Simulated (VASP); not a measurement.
# CuO (Cccm) in VASP: settings compared, part 2 of 3

VASP 6.6.1. Earlier steps stand in the parts before.

## (3) Relaxation of cell and atoms, PBEsol

File INCAR:

```
PREC = Accurate ; ENCUT = 600
EDIFF = 1E-6 ; ISMEAR = -1
SIGMA = 0.05 ; LREAL = F
LASPH = T ; NELM = 100
ALGO = Normal ; ISIF = 3
LWAVE = F ; LCHARG = F
GGA = PS ; IBRION = 2
NSW = 60 ; EDIFFG = -0.01
```

File KPOINTS:

```
regular mesh
0
Gamma
  9 9 5
```

File POSCAR:

```
CuO
1.0
    1.9909680000     -2.1535500000      0.0000000000
    1.9909680000      2.1535500000      0.0000000000
    0.0000000000      0.0000000000      5.1559280000
Cu O
2 2
Direct
    0.5000000000      0.0000000000      0.0000000000
    0.0000000000      0.5000000000      0.5000000000
    0.5000000000      0.5000000000      0.2500000000
    0.5000000000      0.5000000000      0.7500000000
```

Potentials or basis: VASP PAW PBE potentials, release 64 (Cu, O).

On the command line:

```bash
$ cat potpaw_PBE.64/Cu/POTCAR potpaw_PBE.64/O/POTCAR > POTCAR
$ mpirun -np 1 vasp_std > vasp.out
```

OUTCAR:

```text
PREC = Accurate
   ENCUT = 600
   EDIFF = 1E-6
   ISMEAR = -1
   LREAL = F
   LASPH = T
   NELM = 100
   ISIF = 3
   GGA = PS
   IBRION = 2
   NSW = 60
   EDIFFG = -0.01

 ion  position               nearest neighbor table
   1  0.500  0.000  0.000-   3 1.95   4 1.95   3 1.95   4 1.95
   2  0.000  0.500  0.500-   3 1.95   4 1.95   3 1.95   4 1.95
   3  0.500  0.500  0.250-   1 1.95   2 1.95   1 1.95   2 1.95
   4  0.500  0.500  0.750-   1 1.95   2 1.95   1 1.95   2 1.95

  LATTYP: Found a base centered orthorhombic cell.
 ALAT       =     3.9819360000
 B/A-ratio  =     1.0816597755
 C/A-ratio  =     1.2948294498

  Lattice vectors:

 A1 = (   1.9909680000,  -2.1535500000,   0.0000000000)
 A2 = (   1.9909680000,   2.1535500000,   0.0000000000)
 A3 = (   0.0000000000,   0.0000000000,   5.1559280000)

Analysis of symmetry for initial positions (statically):
=====================================================================
 Subroutine PRICEL returns:
 Original cell was already a primitive cell.

 Routine SETGRP: Setting up the symmetry group for a
 base centered orthorhombic supercell.

 Subroutine GETGRP returns: Found  8 space group operations
 (whereof  4 operations were pure point group operations)
 out of a pool of  8 trial point group operations.

The static configuration has the point symmetry C_2h.
 The point group associated with its full space group is D_2h.

Analysis of symmetry for dynamics (positions and initial velocities):
=====================================================================
 Subroutine PRICEL returns:
 Original cell was already a primitive cell.

 Routine SETGRP: Setting up the symmetry group for a
 base centered orthorhombic supercell.

 Subroutine GETGRP returns: Found  8 space group operations
 (whereof  4 operations were pure point group operations)
 out of a pool of  8 trial point group operations.

The dynamic configuration has the point symmetry C_2h.
 The point group associated with its full space group is D_2h.

 Subroutine INISYM returns: Found  8 space group operations
 (whereof  4 operations are pure point group operations),
 and found     1 'primitive' translations

----------------------------------------------------------------------------------------

                                     Primitive cell

  volume of cell :      44.2136

  direct lattice vectors                    reciprocal lattice vectors
     1.990968000 -2.153550000  0.000000000     0.251134122 -0.232174781  0.000000000
     1.990968000  2.153550000  0.000000000     0.251134122  0.232174781  0.000000000
     0.000000000  0.000000000  5.155928000     0.000000000  0.000000000  0.193951506

  length of vectors
     2.932870809  2.932870809  5.155928000     0.342013854  0.342013854  0.193951506

  position of ions in fractional coordinates (direct lattice)
     0.500000000  0.000000000  0.000000000
     0.000000000  0.500000000  0.500000000
     0.500000000  0.500000000  0.250000000
     0.500000000  0.500000000  0.750000000

  ion indices of the primitive-cell ions
   primitive index   ion index
                 1           1
                 2           2
                 3           3
                 4           4

----------------------------------------------------------------------------------------

[... 63 lines left out ...]
   ISPIN  =      1    spin polarized calculation?
   LNONCOLLINEAR =      F non collinear calculations
   LSORBIT =      F    spin-orbit coupling
   LASPH  =      T    aspherical Exc in radial PAW
   ENCUT  =  600.0 eV  44.10 Ry    6.64 a.u.   5.86  5.86 10.30*2*pi/ulx,y,z
   NELM   =    100;   NELMIN=  2; NELMDL= -5     # of ELM steps
   EDIFF  = 0.1E-05   stopping-criterion for ELM
   LREAL  =      F    real-space projection
   EDIFFG = -.1E-01   stopping-criterion for IOM
   NSW    =     60    number of steps for IOM
   IBRION =      2    ionic relax: 0-MD 1-quasi-New 2-CG
   NFREE  =      1    steps in history (QN), initial steepest desc. (CG)
   ISIF   =      3    stress and relaxation
   ISYM   =      2    0-nonsym 1-usesym 2-fastsym
   POTIM  = 0.5000    time-step for ionic-motion
   TEBEG  =    0.0;   TEEND  =   0.0 temperature during run
   PSTRESS=    0.0 pullay stress
   NELECT =      34.0000    total number of electrons
   NUPDOWN=      -1.0000    fix difference up-down
   EMIN   =  10.00;   EMAX   =-10.00  energy-range for DOS
   EFERMI =   0.00;   METHOD = LEGACY
   ISMEAR =    -1;   SIGMA  =   0.05  broadening in eV -4-tet -1-fermi 0-gaus
   EFERMI_NEDOS =   21; number of points for ismear=-14 and -15
   IALGO  =     38    algorithm
   IMIX   =      4    mixing-type and parameters
     AMIX     =   0.40;   BMIX     =  1.00
     AMIX_MAG =   1.60;   BMIX_MAG =  1.00
  volume/ion in A,a.u.               =      11.05        74.59
  Fermi-wavevector in a.u.,A,eV,Ry     =   1.499854  2.834314 30.607167  2.249563
  Thomas-Fermi vector in A             =   2.611430
   LORBIT       =      0    0 simple, 1 ext, 2 COOP (PROOUT), +10 PAW based schemes
   GGA     = PS    functional components
   LHFCALC =     F    Hartree Fock is set to
   AEXX    =    0.0000 exact exchange contribution
   IVDW    =     0    specifies the selected vdW correction
   LEPSILON=     F    determine dielectric tensor
   LRPA    =     F    only Hartree local field effects (RPA)
 conjugate gradient relaxation of ions
 non-spin polarized calculation
  energy-cutoff  :      600.00
  volume of cell :       44.21
 maximum number of plane-waves:      1492
   NGX = 11   NGY = 11   NGZ = 21

--------------------------------------- Ionic step        1  -------------------------------------------

 number of electron      33.9999991 magnetization

 Free energy of the ion-electron system (eV)
  ---------------------------------------------------
  ext. energy  EPLUGINS =         0.00000000
  ---------------------------------------------------
  free energy    TOTEN  =       -21.46096722 eV

  energy without entropy =      -21.44166805  energy(sigma->0) =      -21.45131764

------------------------ aborting loop because EDIFF is reached ----------------------------------------

  FORCE on cell =-STRESS in cart. coord.  units (eV):
  Direction    XX          YY          ZZ          XY          YZ          ZX
  --------------------------------------------------------------------------------------
  -------------------------------------------------------------------------------------
  Total       -1.1129843     -1.5226304     -1.8641660     -0.0000000      0.0000000      0.0000000
  in kB      -40.3314241    -55.1758441    -67.5521360     -0.0000000      0.0000000      0.0000000
  external PRESSURE =     -54.3531347 kB  Pullay stress =       0.0000000 kB
[... 95 lines left out ...]
  FREE ENERGIE OF THE ION-ELECTRON SYSTEM (eV)
  ---------------------------------------------------
  free  energy   TOTEN  =       -21.4872836496 eV

  energy  without entropy=      -21.4683486092  energy(sigma->0) =      -21.47781613

[... ionic steps 4 to 16 ...]

--------------------------------------- Ionic step       17  -------------------------------------------

 number of electron      33.9999975 magnetization

------------------------ aborting loop because EDIFF is reached ----------------------------------------
[... 71 lines left out ...]
--------------------------------------- Ionic step       19  -------------------------------------------

 number of electron      33.9999975 magnetization

 Free energy of the ion-electron system (eV)
  ---------------------------------------------------
  ext. energy  EPLUGINS =         0.00000000
  ---------------------------------------------------
  free energy    TOTEN  =       -21.49260036 eV

  energy without entropy =      -21.47385031  energy(sigma->0) =      -21.48322534

 E-fermi :   5.1438     XC(G=0): -11.7845

 val. band max:        5.0965716666   @ k =   0.4444   0.4444   0.4000
 cond. band min:       5.1902457034   @ k =   0.4444   0.0000   0.2000
 fundamental gap:      0.0936740368
 Fermi energy:         5.1437880718

 k-point     1 :       0.0000    0.0000    0.0000
  band No.  band energies     occupation
      1     -14.8768      2.00000
      2     -13.4511      2.00000
      3      -3.3460      2.00000
      4      -0.5301      2.00000
      5      -0.5218      2.00000
      6       1.2224      2.00000
[... 565 lines left out ...]
     20      11.8606      0.00000
     21      15.1315      0.00000

 [... further k-points ...]

------------------------ aborting loop because EDIFF is reached ----------------------------------------

  FORCE on cell =-STRESS in cart. coord.  units (eV):
  Direction    XX          YY          ZZ          XY          YZ          ZX
  --------------------------------------------------------------------------------------
  -------------------------------------------------------------------------------------
  Total        0.0118032     -0.0132304      0.0389127      0.0000000      0.0000000      0.0000000
  in kB        0.4416706     -0.4950739      1.4560923      0.0000000      0.0000000      0.0000000
  external PRESSURE =       0.4675630 kB  Pullay stress =       0.0000000 kB
[... 19 lines left out ...]
  FREE ENERGIE OF THE ION-ELECTRON SYSTEM (eV)
  ---------------------------------------------------
  free  energy   TOTEN  =       -21.4926003605 eV

  energy  without entropy=      -21.4738503146  energy(sigma->0) =      -21.48322534

 reached required accuracy - stopping structural energy minimisation
```

CONTCAR:

```text
CuO
   1.00000000000000
     2.0457302332039928   -2.0534763573140347    0.0000000000000000
     2.0457302332039928    2.0534763573140347    0.0000000000000000
     0.0000000000000000    0.0000000000000000    5.0961784463857516
  Cu              O
     2     2
Direct
     0.5000000000000000    0.0000000000000000    0.0000000000000000
     0.0000000000000000    0.5000000000000000    0.5000000000000000
     0.5000000000000000    0.5000000000000000    0.2500000000000000
     0.5000000000000000    0.5000000000000000    0.7500000000000000

  0.00000000E+00  0.00000000E+00  0.00000000E+00
  0.00000000E+00  0.00000000E+00  0.00000000E+00
  0.00000000E+00  0.00000000E+00  0.00000000E+00
  0.00000000E+00  0.00000000E+00  0.00000000E+00
```

Wall time 11 min (1 thread of Intel Xeon Platinum 8259CL at 2.50GHz (Skylake/Cascade Lake), shared host); peak memory 0.22 GiB.

Results:

| Quantity | Value |
| --- | --- |
| Free energy | -21.4926 eV |
| Relaxed volume | 10.70 Å³/atom |
| Relaxed cell | a = 2.899 Å, b = 2.899 Å, c = 5.096 Å, α = 90.00°, β = 90.00°, γ = 90.22° |
| Space group after relaxing (to 0.05 Å) | P4_2/mmc (No. 131) |
| Energy gained by relaxing | 7.9 meV/atom |
| Ionic steps | 19 |
| Pressure after relaxing | 0.0 GPa |
| Band gap on the k mesh | zero (band 17 reaches 5.86 eV, above the bottom of band 18 at 4.88 eV) |

Step by step:
| step | energy change (eV) | largest force (eV/Å) | pressure (GPa) | volume (Å³) |
| --- | --- | --- | --- | --- |
| 1 | 0.0000 | 0.0000 | -5.44 | 44.21 |
| 2 | -0.0143 | 0.0000 | 4.06 | 41.86 |
| 3 | -0.0263 | 0.0000 | -0.07 | 42.78 |
| 4 | -0.0263 | 0.0000 | 0.02 | 42.75 |
| 5 | -0.0269 | 0.0000 | 0.03 | 42.72 |
| 6 | -0.0278 | 0.0000 | 0.37 | 42.64 |
| 7 | -0.0282 | 0.0000 | -0.34 | 42.75 |
| 8 | -0.0283 | 0.0000 | -0.29 | 42.78 |
| 9 | -0.0283 | 0.0000 | -0.69 | 42.84 |
| 10 | -0.0283 | 0.0000 | -0.55 | 42.82 |
| 11 | -0.0285 | 0.0000 | -0.42 | 42.82 |
| 12 | -0.0293 | 0.0000 | -0.32 | 42.84 |
| 13 | -0.0304 | 0.0000 | -0.43 | 42.88 |
| 14 | -0.0315 | 0.0000 | -0.43 | 42.93 |
| 15 | -0.0315 | 0.0000 | 0.30 | 42.75 |
| 16 | -0.0316 | 0.0000 | -0.01 | 42.83 |
| 17 | -0.0316 | 0.0000 | 0.06 | 42.82 |
| 18 | -0.0316 | 0.0000 | 0.00 | 42.82 |
| 19 | -0.0316 | 0.0000 | 0.05 | 42.82 |

Final structure:
```cif
data_structure
_symmetry_space_group_name_H-M 'P 1'
_symmetry_Int_Tables_number 1
_cell_length_a 2.8986
_cell_length_b 2.8986
_cell_length_c 5.0962
_cell_angle_alpha 90.000
_cell_angle_beta 90.000
_cell_angle_gamma 90.217
_cell_volume 42.82
loop_
_atom_site_label
_atom_site_type_symbol
_atom_site_fract_x
_atom_site_fract_y
_atom_site_fract_z
_atom_site_occupancy
Cu1 Cu 0.50000 0.00000 0.00000 1
Cu2 Cu 0.00000 0.50000 0.50000 1
O1 O 0.50000 0.50000 0.25000 1
O2 O 0.50000 0.50000 0.75000 1
```

Caveat: the PAW data sets were made with another functional, which shifts forces and pressure a little; semilocal functionals often make such compounds metallic where correlation or magnetic order opens a gap, which also shifts bond lengths. With open d or f shells a metallic result of PBEsol can be an artefact of self-interaction; +U or a hybrid may open a gap.

[end of part 2 of 3]
